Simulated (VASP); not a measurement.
# MgFe2B2 (Cmmm) in VASP: single point with PBE-based screened hybrid with 24.2 % exact exchange

Aim: the single point of MgFe2B2 with PBE-based screened hybrid with 24.2 % exact exchange.

All numbers are computed with VASP 6.6.1; they aren't measurements. Logs are shortened: lines on timing, memory, paths and dates and some standing lists are left out, and cuts for length are marked.

### 1 The cell of the first run

Symmetry: Cmmm, No. 65, orthorhombic system. Conventional cell: a = 2.966 Å, b = 11.209 Å, c = 2.918 Å, α = 90.00°, β = 90.00°, γ = 90.00°. Within 3.3 Å of Mg (site symmetry mmm) lie 2 B at 2.47 Å and 8 Fe at 2.66 Å and 4 Mg at 2.92 to 2.97 Å. Within 2.3 Å of B (site symmetry m2m) lie 2 B at 1.63 Å and 6 Fe at 2.08 to 2.23 Å. Within 2.8 Å of Fe (site symmetry m2m) lie 6 B at 2.08 to 2.23 Å and 4 Mg at 2.66 Å and 2 Fe at 2.73 Å.

### 2 Single point, PBE-based screened hybrid with 24.2 % exact exchange

POSCAR

```
MgFe2B2
1.0
    2.9662570000      0.0000000000      0.0000000000
    1.4831280000     -5.6047340000      0.0000000000
    0.0000000000      0.0000000000     -2.9175470000
Mg B Fe
1 2 2
Direct
    0.0000000000      0.0000000000      0.0000000000
    0.2200000000      0.5600000000      0.0000000000
    0.7800000000      0.4400000000      0.0000000000
    0.3520000000      0.2960000000      0.5000000000
    0.6480000000      0.7040000000      0.5000000000
```

INCAR.step1

```
PREC = Accurate
ENCUT = 520
EDIFF = 1E-5
ISMEAR = -1
SIGMA = 0.0215
LREAL = False
LASPH = True
NELM = 120
ALGO = Normal
ISIF = 2
LWAVE = True
LCHARG = False
GGA = PE
NBANDS = 20
GGA_COMPAT = False
```

INCAR.step2

```
PREC = Accurate
ENCUT = 520
EDIFF = 1E-6
ISMEAR = -1
SIGMA = 0.0215
LREAL = False
LASPH = True
NELM = 120
ALGO = Normal
ISIF = 2
LWAVE = False
LCHARG = False
GGA = PE
LHFCALC = True
AEXX = 0.242
HFSCREEN = 0.322
PRECFOCK = Normal
ISTART = 1
NBANDS = 20
GGA_COMPAT = False
```

KPOINTS

```
regular mesh
0
Gamma
  4 4 4
```

Potentials or basis: VASP PAW PBE potentials, release 64 (Mg, B, Fe).

The run is started by

```console
cat potpaw_PBE.64/Mg/POTCAR potpaw_PBE.64/B/POTCAR potpaw_PBE.64/Fe/POTCAR > POTCAR
cp INCAR.step1 INCAR
mpirun -np 1 vasp_std > vasp.out
cp INCAR.step2 INCAR
mpirun -np 1 vasp_std > vasp.out
```

OUTCAR:

```text
PREC = Accurate
   ENCUT = 520
   EDIFF = 1E-6
   ISMEAR = -1
   LREAL = False
   LASPH = True
   NELM = 120
   ISIF = 2
   GGA = PE
   LHFCALC = True
   AEXX = 0.242
   HFSCREEN = 0.322
   PRECFOCK = Normal
   ISTART = 1

 ion  position               nearest neighbor table
   1  0.000  0.000  0.000-   2 2.47   3 2.47   4 2.66   5 2.66   4 2.66   5 2.66   5 2.66   5 2.66
                             4 2.66   4 2.66
   2  0.220  0.560  0.000-   3 1.63   3 1.63   4 2.08   4 2.08   5 2.23   5 2.23   5 2.23   5 2.23
                             1 2.47
   3  0.780  0.440  0.000-   2 1.63   2 1.63   5 2.08   5 2.08   4 2.23   4 2.23   4 2.23   4 2.23
                             1 2.47
   4  0.352  0.296  0.500-   2 2.08   2 2.08   3 2.23   3 2.23   3 2.23   3 2.23   1 2.66   1 2.66
                             1 2.66   1 2.66   5 2.73   5 2.73
   5  0.648  0.704  0.500-   3 2.08   3 2.08   2 2.23   2 2.23   2 2.23   2 2.23   1 2.66   1 2.66
                             1 2.66   1 2.66   4 2.73   4 2.73

  LATTYP: Found a base centered orthorhombic cell.
 ALAT       =     2.9662570000
 B/A-ratio  =     3.7789942004
 C/A-ratio  =     0.9835786313

  Lattice vectors:

 A1 = (   1.4831290000,   5.6047340000,   0.0000000000)
 A2 = (   1.4831280000,  -5.6047340000,   0.0000000000)
 A3 = (   0.0000000000,   0.0000000000,  -2.9175470000)

Analysis of symmetry for initial positions (statically):
=====================================================================
 Subroutine PRICEL returns:
 Original cell was already a primitive cell.

 Routine SETGRP: Setting up the symmetry group for a
 base centered orthorhombic supercell.

 Subroutine GETGRP returns: Found  8 space group operations
 (whereof  8 operations were pure point group operations)
 out of a pool of  8 trial point group operations.

The static configuration has the point symmetry D_2h.

Analysis of symmetry for dynamics (positions and initial velocities):
=====================================================================
 Subroutine PRICEL returns:
 Original cell was already a primitive cell.

 Routine SETGRP: Setting up the symmetry group for a
 base centered orthorhombic supercell.

 Subroutine GETGRP returns: Found  8 space group operations
 (whereof  8 operations were pure point group operations)
 out of a pool of  8 trial point group operations.

The dynamic configuration has the point symmetry D_2h.

 Subroutine INISYM returns: Found  8 space group operations
 (whereof  8 operations are pure point group operations),
 and found     1 'primitive' translations

----------------------------------------------------------------------------------------

                                     Primitive cell

  volume of cell :      48.5045

  direct lattice vectors                    reciprocal lattice vectors
     2.966257000  0.000000000  0.000000000     0.337125205  0.089210270  0.000000000
     1.483128000 -5.604734000  0.000000000     0.000000000 -0.178420599  0.000000000
     0.000000000  0.000000000 -2.917547000     0.000000000  0.000000000 -0.342753690

  length of vectors
     2.966257000  5.797647098  2.917547000     0.348728944  0.178420599  0.342753690

  position of ions in fractional coordinates (direct lattice)
     0.000000000  0.000000000  0.000000000
     0.220000000  0.560000000  0.000000000
     0.780000000  0.440000000  0.000000000
     0.352000000  0.296000000  0.500000000
     0.648000000  0.704000000  0.500000000

  ion indices of the primitive-cell ions
   primitive index   ion index
                 1           1
                 2           2
                 3           3
                 4           4
                 5           5

----------------------------------------------------------------------------------------

 KPOINTS: regular mesh

Automatic generation of k-mesh.
 Grid dimensions read from file:
 generate k-points for:    4    4    4

 Generating k-lattice:

  Cartesian coordinates                     Fractional coordinates (reciprocal lattice)
     0.084281301  0.022302567  0.000000000     0.250000000 -0.000000000  0.000000000
     0.000000000 -0.044605150  0.000000000     0.000000000  0.250000000  0.000000000
     0.000000000  0.000000000 -0.085688423     0.000000000  0.000000000  0.250000000

  Length of vectors
     0.087182236  0.044605150  0.085688423

  Shift w.r.t. Gamma in fractional coordinates (k-lattice)
     0.000000000  0.000000000  0.000000000

 Subroutine IBZKPT returns following result:
 ===========================================

 Found     21 irreducible k-points:

 Following reciprocal coordinates:
            Coordinates               Weight
  0.000000  0.000000  0.000000      1.000000
  0.250000  0.000000  0.000000      4.000000
  0.500000  0.000000  0.000000      2.000000
  0.000000  0.250000  0.000000      2.000000
  0.500000  0.250000  0.000000      2.000000
 -0.250000  0.250000  0.000000      4.000000
[... 13 lines left out ...]
 -0.250000  0.250000  0.500000      4.000000
  0.000000  0.500000  0.500000      1.000000
   k-points           NKPTS =     21   k-points in BZ     NKDIM =     64   number of bands    NBANDS=     20
   number of dos      NEDOS =    301   number of ions     NIONS =      5
   total plane-waves  NPLWV =  27648
   dimension x,y,z NGX =    24 NGY =   48 NGZ =   24
   dimension x,y,z NGXF=    48 NGYF=   96 NGZF=   48
   ions per type =               1   2   2
   NGX,Y,Z   is equivalent  to a cutoff of  13.45, 13.76, 13.68 a.u.
   NGXF,Y,Z  is equivalent  to a cutoff of  26.90, 27.53, 27.35 a.u.
 SYSTEM =  unknown system
   PREC   = accura    normal or accurate (medium, high low for compatibility)
   ISTART =      1    job   : 0-new  1-cont  2-samecut
   ICHARG =      0    charge: 1-file 2-atom 10-const
   ISPIN  =      1    spin polarized calculation?
   LNONCOLLINEAR =      F non collinear calculations
   LSORBIT =      F    spin-orbit coupling
   LASPH  =      T    aspherical Exc in radial PAW
   ENCUT  =  520.0 eV  38.22 Ry    6.18 a.u.   5.52 10.78  5.42*2*pi/ulx,y,z
   NELM   =    120;   NELMIN=  2; NELMDL=  0     # of ELM steps
   EDIFF  = 0.1E-05   stopping-criterion for ELM
   LREAL  =      F    real-space projection
   EDIFFG = 0.1E-04   stopping-criterion for IOM
   NSW    =      0    number of steps for IOM
   IBRION =     -1    ionic relax: 0-MD 1-quasi-New 2-CG
   NFREE  =      0    steps in history (QN), initial steepest desc. (CG)
   ISIF   =      2    stress and relaxation
   ISYM   =      3    0-nonsym 1-usesym 2-fastsym
   POTIM  = 0.5000    time-step for ionic-motion
   TEBEG  =    0.0;   TEEND  =   0.0 temperature during run
   PSTRESS=    0.0 pullay stress
   NELECT =      24.0000    total number of electrons
   NUPDOWN=      -1.0000    fix difference up-down
   EMIN   =  10.00;   EMAX   =-10.00  energy-range for DOS
   EFERMI =   0.00;   METHOD = LEGACY
   ISMEAR =    -1;   SIGMA  =   0.02  broadening in eV -4-tet -1-fermi 0-gaus
   EFERMI_NEDOS =   21; number of points for ismear=-14 and -15
   IALGO  =     38    algorithm
   IMIX   =      1    mixing-type and parameters
     AMIX     =   0.40;   BMIX     =  1.00
     AMIX_MAG =   1.60;   BMIX_MAG =  1.00
  volume/ion in A,a.u.               =       9.70        65.46
  Fermi-wavevector in a.u.,A,eV,Ry     =   1.294846  2.446904 22.811875  1.676625
  Thomas-Fermi vector in A             =   2.426403
   LORBIT       =      0    0 simple, 1 ext, 2 COOP (PROOUT), +10 PAW based schemes
   GGA     = PE    functional components
   LHFCALC =     T    Hartree Fock is set to
   PRECFOCK=normal    Normal, Fast or Accurate (Low or Medium for compatibility)
   ENCUT4O =  -1.0   cutoff for four orbital integrals eV
   NKREDX  =     1    reduce k-point grid by
   NKREDY  =     1    reduce k-point grid by
   NKREDZ  =     1    reduce k-point grid by
   AEXX    =    0.2420 exact exchange contribution
   HFSCREEN=    0.3220 screening length (either q_TF or 0.3 A-1)
   HFSCREENC=   0.3220 screening length for correlation (either q_TF or 0.3 A-1)
   ENCUTFOCK=  -1.0 apply spherical cutoff to Coloumb kernel
   IVDW    =     0    specifies the selected vdW correction
   LEPSILON=     F    determine dielectric tensor
   LRPA    =     F    only Hartree local field effects (RPA)
 non-spin polarized calculation
  energy-cutoff  :      520.00
  volume of cell :       48.50
 maximum number of plane-waves:      1327
 NGX is ok and might be reduce to    24
  NGX = 18; NGY = 36; NGZ = 18

 number of electron      23.9999995 magnetization

 Free energy of the ion-electron system (eV)
  ---------------------------------------------------
  ext. energy  EPLUGINS =         0.00000000
  ---------------------------------------------------
  free energy    TOTEN  =       -35.59425431 eV

  energy without entropy =      -35.59400097  energy(sigma->0) =      -35.59412764

 E-fermi :   6.3835     XC(G=0): -10.2010

 val. band max:        6.2848899987   @ k =   0.5000   0.2500   0.0000
 cond. band min:       6.4669642352   @ k =   0.0000   0.5000   0.5000
 fundamental gap:      0.1820742364
 Fermi energy:         6.3835213793

 k-point     1 :       0.0000    0.0000    0.0000
  band No.  band energies     occupation
      1      -8.6186      2.00000
      2      -2.2438      2.00000
      3       0.0808      2.00000
      4       0.7701      2.00000
      5       1.5849      2.00000
      6       2.8693      2.00000
[... 12 lines left out ...]
     19      14.7947      0.00000
     20      15.0022      0.00000

 k-point     2 :       0.2500    0.0000    0.0000
  band No.  band energies     occupation
      1      -7.7353      2.00000
      2      -1.9821      2.00000
      3      -1.2943      2.00000
      4       1.0319      2.00000
      5       1.8724      2.00000
      6       3.1248      2.00000
[... 12 lines left out ...]
     19      14.6951      0.00000
     20      16.5799      0.00000
[... 396 lines left out ...]
      3      -1.3000      2.00000
      4       0.5950      2.00000
      5       2.1217      2.00000
      6       2.2498      2.00000
[... 12 lines left out ...]
     19      13.2486      0.00000
     20      14.8973      0.00000

 k-point    21 :       0.0000    0.5000    0.5000
  band No.  band energies     occupation
      1      -6.5335      2.00000
      2      -2.2408      2.00000
      3       0.1723      2.00000
      4       0.4283      2.00000
      5       1.8326      2.00000
      6       2.6220      2.00000
[... 12 lines left out ...]
     19      14.2699      0.00000
     20      14.8584      0.00000

------------------------ aborting loop because EDIFF is reached ----------------------------------------

  FORCE on cell =-STRESS in cart. coord.  units (eV):
  Direction    XX          YY          ZZ          XY          YZ          ZX
  --------------------------------------------------------------------------------------
  -------------------------------------------------------------------------------------
  Total        0.3297499     -0.0826777     -5.6942541     -0.0000000      0.0000000      0.0000000
  in kB       10.8921484     -2.7309720   -188.0900346     -0.0000002      0.0000000      0.0000000
  external PRESSURE =     -59.9762860 kB  Pullay stress =       0.0000000 kB

 VOLUME and BASIS-vectors are now :
 -----------------------------------------------------------------------------
  energy-cutoff  :      520.00
  volume of cell :       48.50
      direct lattice vectors                 reciprocal lattice vectors
     2.966257000  0.000000000  0.000000000     0.337125205  0.089210270  0.000000000
     1.483128000 -5.604734000  0.000000000     0.000000000 -0.178420599  0.000000000
     0.000000000  0.000000000 -2.917547000     0.000000000  0.000000000 -0.342753690

 POSITION                                       TOTAL-FORCE (eV/Angst)
 -----------------------------------------------------------------------------------
      0.00000      0.00000      0.00000         0.000000      0.000000      0.000000
      1.48313     -3.13865      0.00000        -0.000000     -2.153181      0.000000
      2.96626     -2.46608      0.00000         0.000000      2.153181     -0.000000
      1.48313     -1.65900     -1.45877        -0.000000     -1.119800      0.000000
      2.96626     -3.94573     -1.45877         0.000000      1.119800      0.000000
 -----------------------------------------------------------------------------------
    total drift:                               -0.000000     -0.000000      0.000000

  FREE ENERGIE OF THE ION-ELECTRON SYSTEM (eV)
  ---------------------------------------------------
  free  energy   TOTEN  =       -35.5942543102 eV

  energy  without entropy=      -35.5940009701  energy(sigma->0) =      -35.59412764
```

Run time: 52 min. Hardware: 1 thread of Intel Xeon Platinum 8488C (Sapphire Rapids), shared host; peak memory 0.3 GiB.

What came out:

```yaml
Free_energy: -35.5943 eV
Pressure: -6.0 GPa
Largest_force: 2.153 eV/Å
Band_gap_on_the_k_mesh: zero (bands 12 and 13 overlap by 0.97 eV)
```

Forces in eV/Å, atoms in the order of the input:
```
Mg   0.000  0.000  0.000
B    0.000 -2.153  0.000
B    0.000  2.153  0.000
Fe   0.000 -1.120  0.000
Fe   0.000  1.120  0.000
```

Caveat: the k points lie up to 0.55 Å⁻¹ apart, too coarse for converged energies and pressures of a metal; the PAW data sets were made with another functional, which shifts forces and pressure a little; the run has no spin polarisation, though such a crystal can be magnetic. Spin polarisation is off, so any magnetic state and its effect on volume and gap are missing.
